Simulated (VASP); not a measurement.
Wanted: the native input for a VASP 6.6.1 run.

- Task: single point
- Functional: PBEsol
- Potentials or basis: VASP PAW PBE potentials, release 64 (Ti_sv, Co)
- Cutoff: 520 eV
- k mesh: 12 × 12 × 12
- Occupations: gaussian, width 0.15 eV
- Spin: collinear spin, ferromagnetic start
- Starting moments: [0.6, 1.32, 1.32, 1.32] μB
- Fixed moment: 4.56 μB
- Dipole correction: no
- Further INCAR settings: ALGO = Normal; EDIFF = 1e-06; NBANDS = 32

The structure of TiCo3 lies in POSCAR:

```
TiCo3
1.0
    3.5280257688      0.0000000000      0.0000000000
    0.0000000000      3.5280257688      0.0000000000
    0.0000000000      0.0000000000      3.5280257688
Ti Co
1 3
Direct
    0.0000000000      0.0000000000      0.0000000000
    0.0000000000      0.5000000000      0.5000000000
    0.5000000000      0.0000000000      0.5000000000
    0.5000000000      0.5000000000      0.0000000000
```

The input as run:

INCAR

```
SYSTEM = TiCo3
  ALGO = Normal
  EDIFF = 1E-6
  ENCUT = 520
  GGA = PS
  ISIF = 2
  ISMEAR = 0
  ISPIN = 2
  LASPH = .True.
  LCHARG = .False.
  LMAXMIX = 4
  LORBIT = 11
  LREAL = .False.
  LWAVE = .False.
  MAGMOM = 0.6 1.32 1.32 1.32
  NBANDS = 32
  NELM = 150
  NUPDOWN = 4.56
  PREC = Accurate
  SIGMA = 0.15
```

KPOINTS

```
k-points
0
Gamma
  12 12 12
  0 0 0
```

Potentials or basis: VASP PAW PBE potentials, release 64 (Ti_sv, Co).

Run with:

```sh
$ cat potpaw_PBE.64/Ti_sv/POTCAR potpaw_PBE.64/Co/POTCAR > POTCAR
$ mpirun -np 1 vasp_std > vasp.out
```

Results of the run:

* Pressure: 13.6 GPa
* Net moment: 4.56 μB per cell
* Site moments: Ti +0.08; Co +1.46 μB
* Valence electrons inside the program's atomic spheres: Ti 10.53; Co 8.41

Caveat: the PAW data sets were made with another functional, which shifts forces and pressure a little; the total moment is fixed, so each spin has its own Fermi level.

It took 2.5 min on 1 thread of Intel(R) Xeon(R) Platinum 8488C (Sapphire Rapids) (shared host), peak memory 0.29 GiB.
